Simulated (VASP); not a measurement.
# CuNi2 (P6_3/mmc) in VASP: further runs, part 2 of 2

VASP 6.6.1. Earlier steps stand in the parts before.

## 3. Single point, PBE, collinear spin, ferromagnetic start

This run uses another cell than the first one, of 10.96 Å³/atom, 0.975 times its volume.

Input file INCAR:

```
SYSTEM = CuNi2
PREC = Accurate ; ENCUT = 520
EDIFF = 1E-6 ; ISMEAR = 0
SIGMA = 0.1 ; LREAL = .False.
LASPH = .True. ; NELM = 150
ALGO = Normal ; ISIF = 2
LWAVE = .False. ; LCHARG = .True.
ISPIN = 2 ; MAGMOM = 0 0 2 2 2 2
LORBIT = 11 ; LMAXMIX = 4
GGA = PE ; LELF = .True.
LVHAR = .True. ; NBANDS = 44
```

Input file KPOINTS:

```
Automatic mesh
0
Gamma
  6 6 2
  0 0 0
```

Input file POSCAR:

```
CuNi2
1.0
    2.4976573600      0.0000000000      0.0000000000
   -1.2488286800      2.1630347200      0.0000000000
    0.0000000000      0.0000000000     12.1690112400
Cu Ni
2 4
Direct
    0.3333333300      0.6666666700      0.7500000000
    0.6666666700      0.3333333300      0.2500000000
    0.3333333300      0.6666666700      0.0833333300
    0.3333333300      0.6666666700      0.4166666700
    0.6666666700      0.3333333300      0.9166666700
    0.6666666700      0.3333333300      0.5833333300
```

Potentials or basis: VASP PAW PBE potentials, release 64 (Cu, Ni).

Command:

```sh
$ cat potpaw_PBE.64/Cu/POTCAR potpaw_PBE.64/Ni/POTCAR > POTCAR
$ mpirun -np 1 vasp_std > vasp.out
```

OUTCAR:

```text
SYSTEM = CuNi2
   PREC = Accurate
   ENCUT = 520
   EDIFF = 1E-6
   ISMEAR = 0
   LREAL = .False.
   LASPH = .True.
   NELM = 150
   ISIF = 2
   ISPIN = 2
   LORBIT = 11
   GGA = PE

 ion  position               nearest neighbor table
   1  0.333  0.667  0.750-   5 2.49   6 2.49   5 2.49   6 2.49   5 2.49   6 2.49
   2  0.667  0.333  0.250-   3 2.49   4 2.49   3 2.49   4 2.49   3 2.49   4 2.49
   3  0.333  0.667  0.083-   5 2.49   5 2.49   5 2.49   2 2.49   2 2.49   2 2.49
   4  0.333  0.667  0.417-   6 2.49   6 2.49   6 2.49   2 2.49   2 2.49   2 2.49
   5  0.667  0.333  0.917-   3 2.49   3 2.49   3 2.49   1 2.49   1 2.49   1 2.49
   6  0.667  0.333  0.583-   4 2.49   4 2.49   4 2.49   1 2.49   1 2.49   1 2.49

  LATTYP: Found a hexagonal cell.
 ALAT       =     2.4976573600
 C/A-ratio  =     4.8721699921

  Lattice vectors:

 A1 = (   2.4976573600,   0.0000000000,   0.0000000000)
 A2 = (  -1.2488286800,   2.1630347200,   0.0000000000)
 A3 = (   0.0000000000,   0.0000000000,  12.1690112400)

Analysis of symmetry for initial positions (statically):
=====================================================================
 Subroutine PRICEL returns:
 Original cell was already a primitive cell.

 Routine SETGRP: Setting up the symmetry group for a
 hexagonal supercell.

 Subroutine GETGRP returns: Found 24 space group operations
 (whereof 12 operations were pure point group operations)
 out of a pool of 24 trial point group operations.

The static configuration has the point symmetry D_3d.
 The point group associated with its full space group is D_6h.

Analysis of symmetry for dynamics (positions and initial velocities):
=====================================================================
 Subroutine PRICEL returns:
 Original cell was already a primitive cell.

 Routine SETGRP: Setting up the symmetry group for a
 hexagonal supercell.

 Subroutine GETGRP returns: Found 24 space group operations
 (whereof 12 operations were pure point group operations)
 out of a pool of 24 trial point group operations.

The dynamic configuration has the point symmetry D_3d.
 The point group associated with its full space group is D_6h.

Analysis of structural, dynamic, and magnetic symmetry:
=====================================================================
 Subroutine PRICEL returns:
 Original cell was already a primitive cell.

 Routine SETGRP: Setting up the symmetry group for a
 hexagonal supercell.

 Subroutine GETGRP returns: Found 24 space group operations
 (whereof 12 operations were pure point group operations)
 out of a pool of 24 trial point group operations.

The overall configuration has the point symmetry D_3d.
 The point group associated with its full space group is D_6h.

 Subroutine INISYM returns: Found 24 space group operations
 (whereof 12 operations are pure point group operations),
 and found     1 'primitive' translations

----------------------------------------------------------------------------------------

                                     Primitive cell

  volume of cell :      65.7433

  direct lattice vectors                    reciprocal lattice vectors
[... 87 lines left out ...]
   NSW    =      0    number of steps for IOM
   IBRION =     -1    ionic relax: 0-MD 1-quasi-New 2-CG
   NFREE  =      0    steps in history (QN), initial steepest desc. (CG)
   ISIF   =      2    stress and relaxation
   ISYM   =      2    0-nonsym 1-usesym 2-fastsym
   POTIM  = 0.5000    time-step for ionic-motion
   TEBEG  =    0.0;   TEEND  =   0.0 temperature during run
   PSTRESS=    0.0 pullay stress
   NELECT =      62.0000    total number of electrons
   NUPDOWN=      -1.0000    fix difference up-down
   EMIN   =  10.00;   EMAX   =-10.00  energy-range for DOS
   EFERMI =   0.00;   METHOD = LEGACY
   ISMEAR =     0;   SIGMA  =   0.10  broadening in eV -4-tet -1-fermi 0-gaus
   EFERMI_NEDOS =   21; number of points for ismear=-14 and -15
   IALGO  =     38    algorithm
   IMIX   =      4    mixing-type and parameters
     AMIX     =   0.40;   BMIX     =  1.00
     AMIX_MAG =   1.60;   BMIX_MAG =  1.00
  volume/ion in A,a.u.               =      10.96        73.94
  Fermi-wavevector in a.u.,A,eV,Ry     =   1.605418  3.033800 35.067215  2.577368
  Thomas-Fermi vector in A             =   2.701768
   LORBIT       =     11    0 simple, 1 ext, 2 COOP (PROOUT), +10 PAW based schemes
   GGA     = PE    functional components
   LHFCALC =     F    Hartree Fock is set to
   AEXX    =    0.0000 exact exchange contribution
   IVDW    =     0    specifies the selected vdW correction
   LEPSILON=     F    determine dielectric tensor
   LRPA    =     F    only Hartree local field effects (RPA)
 spin polarized calculation
 Gauss-broadening in eV      SIGMA  =   0.10
  energy-cutoff  :      520.00
  volume of cell :       65.74
 maximum number of plane-waves:      1809
 NGX is ok and might be reduce to    20
   NGX =  9   NGY =  9   NGZ = 45

 number of electron      61.9999997 magnetization       2.0270765

 Free energy of the ion-electron system (eV)
  ---------------------------------------------------
  ext. energy  EPLUGINS =         0.00000000
  ---------------------------------------------------
  free energy    TOTEN  =       -29.13968213 eV

  energy without entropy =      -29.08828174  energy(sigma->0) =      -29.11398194

 E-fermi :   8.8830     XC(G=0): -13.1913

 val. band max:        8.8810520074   @ k =   0.1667   0.0000   0.5000
 cond. band min:       8.8931060728   @ k =   0.1667   0.1667   0.0000
 fundamental gap:      0.0120540653
 Fermi energy:         8.8829940198

 spin component 1

 k-point     1 :       0.0000    0.0000    0.0000
  band No.  band energies     occupation
      1      -0.2872      1.00000
      2       0.5450      1.00000
      3       1.0370      1.00000
      4       3.1079      1.00000
      5       3.4038      1.00000
      6       4.0652      1.00000
[... 633 lines left out ...]
     42      17.5104      0.00000
     43      19.2692      0.00000
 Fermi energy:         8.8829940198

 spin component 2

 k-point     1 :       0.0000    0.0000    0.0000
  band No.  band energies     occupation
      1      -0.3035      1.00000
      2       0.5253      1.00000
      3       1.0248      1.00000
      4       3.1090      1.00000
      5       3.4722      1.00000
      6       4.1874      1.00000
[... 633 lines left out ...]
     42      17.6446      0.00000
     43      19.3497      0.00000
 [bands above 43 left out]

------------------------ aborting loop because EDIFF is reached ----------------------------------------

  FORCE on cell =-STRESS in cart. coord.  units (eV):
  Direction    XX          YY          ZZ          XY          YZ          ZX
  --------------------------------------------------------------------------------------
  -------------------------------------------------------------------------------------
  Total        1.1329027      1.1329027      3.4405434      0.0000000      0.0000000      0.0000000
  in kB       27.6090547     27.6090546     83.8467019      0.0000000      0.0000000      0.0000000
  external PRESSURE =      46.3549370 kB  Pullay stress =       0.0000000 kB

 VOLUME and BASIS-vectors are now :
 -----------------------------------------------------------------------------
  energy-cutoff  :      520.00
  volume of cell :       65.74
      direct lattice vectors                 reciprocal lattice vectors
     2.497657360  0.000000000  0.000000000     0.400375174  0.231156715  0.000000000
    -1.248828680  2.163034720  0.000000000     0.000000000  0.462313430  0.000000000
     0.000000000  0.000000000 12.169011240     0.000000000  0.000000000  0.082175945

 POSITION                                       TOTAL-FORCE (eV/Angst)
 -----------------------------------------------------------------------------------
     -0.00000      1.44202      9.12676        -0.000000      0.000000      0.000000
      1.24883      0.72101      3.04225         0.000000     -0.000000      0.000000
     -0.00000      1.44202      1.01408         0.000000      0.000000     -0.425830
     -0.00000      1.44202      5.07042        -0.000000      0.000000      0.425830
      1.24883      0.72101     11.15493         0.000000     -0.000000      0.425830
      1.24883      0.72101      7.09859        -0.000000     -0.000000     -0.425830
 -----------------------------------------------------------------------------------
    total drift:                               -0.000001      0.000000     -0.000001

  FREE ENERGIE OF THE ION-ELECTRON SYSTEM (eV)
  ---------------------------------------------------
  free  energy   TOTEN  =       -29.1396821278 eV

  energy  without entropy=      -29.0882817426  energy(sigma->0) =      -29.11398194

 total charge

# of ion       s       p       d       tot
------------------------------------------
    1        0.470   0.438   9.177  10.085
    2        0.470   0.438   9.177  10.085
    3        0.491   0.478   8.340   9.309
    4        0.491   0.478   8.340   9.309
    5        0.491   0.478   8.340   9.309
    6        0.491   0.478   8.340   9.309
--------------------------------------------------
tot          2.903   2.790  51.713  57.406

 magnetization (x)

# of ion       s       p       d       tot
------------------------------------------
    1       -0.003  -0.010   0.027   0.014
    2       -0.003  -0.010   0.027   0.014
    3       -0.001  -0.014   0.526   0.511
    4       -0.001  -0.014   0.526   0.511
    5       -0.001  -0.014   0.526   0.511
    6       -0.001  -0.014   0.526   0.511
--------------------------------------------------
tot         -0.012  -0.077   2.160   2.071
```

It took 57 s on 1 thread of Intel Xeon 6975P-C (Granite Rapids), shared host; peak memory 0.24 GiB.

Results:

* Free energy: -29.1397 eV
* Pressure: 4.6 GPa
* Largest force: 0.426 eV/Å
* Band gap on the k mesh: zero (filled and empty bands overlap)
* Net moment: 2.03 μB per cell
* Site moments: Cu +0.01; Ni +0.51 μB
* Valence electrons inside the program's atomic spheres: Cu 10.09; Ni 9.31

Forces on the atoms (eV/Å):
```
Cu   0.000  0.000  0.000
Cu   0.000  0.000  0.000
Ni   0.000  0.000 -0.426
Ni   0.000  0.000  0.426
Ni   0.000  0.000  0.426
Ni   0.000  0.000 -0.426
```

Levels at points of the mesh, in eV from the Fermi level:
Spin up:
| k point | band 29 | band 30 | band 31 | band 32 | band 33 | band 34 | band 35 | band 36 | band 37 | band 38 |
| --- | --- | --- | --- | --- | --- | --- | --- | --- | --- | --- |
| (0.00, 0.00, 0.00) | -1.03 | -0.90 | -0.90 | -0.61 | -0.61 | -0.60 | -0.60 | -0.39 | 5.44 | 10.14 |
| (0.50, 0.00, 0.00) | -0.28 | -0.28 | 0.39 | 0.73 | 0.98 | 1.90 | 2.42 | 2.77 | 6.73 | 6.74 |
| (0.00, 0.00, 0.50) | -0.96 | -0.96 | -0.96 | -0.96 | -0.60 | -0.60 | -0.60 | -0.60 | 7.02 | 7.02 |
| (0.50, 0.00, 0.50) | -0.28 | -0.28 | 0.83 | 0.83 | 1.25 | 1.25 | 2.67 | 2.67 | 6.41 | 6.41 |
Spin down:
```
           k point  band 27  band 28  band 29  band 30  band 31  band 32  band 33  band 34
(0.00, 0.00, 0.00)    -1.31    -0.53    -0.53    -0.44    -0.44    -0.41    -0.02    -0.02
(0.50, 0.00, 0.00)     0.27     0.27     0.35     0.35     0.42     0.81     1.16     2.08
(0.00, 0.00, 0.50)    -1.19    -1.19    -0.48    -0.48    -0.48    -0.48    -0.02    -0.02
(0.50, 0.00, 0.50)     0.27     0.27     0.35     0.35     1.02     1.02     1.35     1.35
```

Caveat: the k points lie up to 0.48 Å⁻¹ apart.
